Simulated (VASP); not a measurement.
A run of VASP 6.6.1:

Contents of INCAR:

```
PREC = Accurate
ENCUT = 520
EDIFF = 1E-7
ISMEAR = -1
SIGMA = 0.3447
LREAL = Auto
LASPH = T
NELM = 80
ALGO = Normal
ISIF = 2
LWAVE = F
LCHARG = F
GGA = PE
NBANDS = 61
ISYM = 0
```

File KPOINTS:

```
Automatic mesh
0
Gamma
  1 1 1
  0.25 0.25 0.25
```

The input POSCAR:

```
BAs3
1.0
    7.1150020000      0.1216840000     -0.0762260000
    0.1216840000      7.4579790000      0.0655730000
   -0.0762260000      0.0655730000      7.5605040000
B As
5 15
Direct
    0.0101909934      0.4681301407      0.9044143249
    0.2008367962      0.4991406828      0.6348442953
    1.1201351001      0.4180772506      0.0883004412
    0.2428527077      0.3031121007      0.5370660105
    0.0998069800      0.5213540096      0.3450174936
    0.6278698694      0.4171124800      0.2207946312
    0.9540114814      0.3026841688      0.3182695982
    0.6245595185      0.9438560341      0.0833364022
    0.7813450609      0.6481597646      0.0128085414
    0.9422552853      0.3030406392      0.7193796958
    0.5685306679      0.3858685228      0.6089636699
    0.2131382942      1.0471613883      0.8790330864
    0.2647584600      0.7201017733     -0.0081096122
    0.9320537046      0.9296054774      0.3066025368
    0.3286263595      0.3440696136      0.2661686570
    0.2515364560      0.7221551696      0.6591729516
    0.3438280050      0.8737100286      0.3143609005
    0.8572913188      0.6933650116      0.4975320249
    0.7022424784      0.8702078058      0.7446934753
    0.6790650922      0.2367674947      0.8904219693
```

Potentials or basis: VASP PAW PBE potentials, release 64 (B, As).

The run is started by

```bash
$ cat potpaw_PBE.64/B/POTCAR potpaw_PBE.64/As/POTCAR > POTCAR
$ mpirun -np 1 vasp_std > vasp.out
```

Hardware: 1 thread of Intel(R) Xeon(R) 6975P-C (Granite Rapids) (shared host).

How long does it take, and how much memory?

Wall time 39 s on 1 thread of Intel(R) Xeon(R) 6975P-C (Granite Rapids), on a shared host, peak memory 0.38 GiB. Counts: scf iterations 18, k points 1.
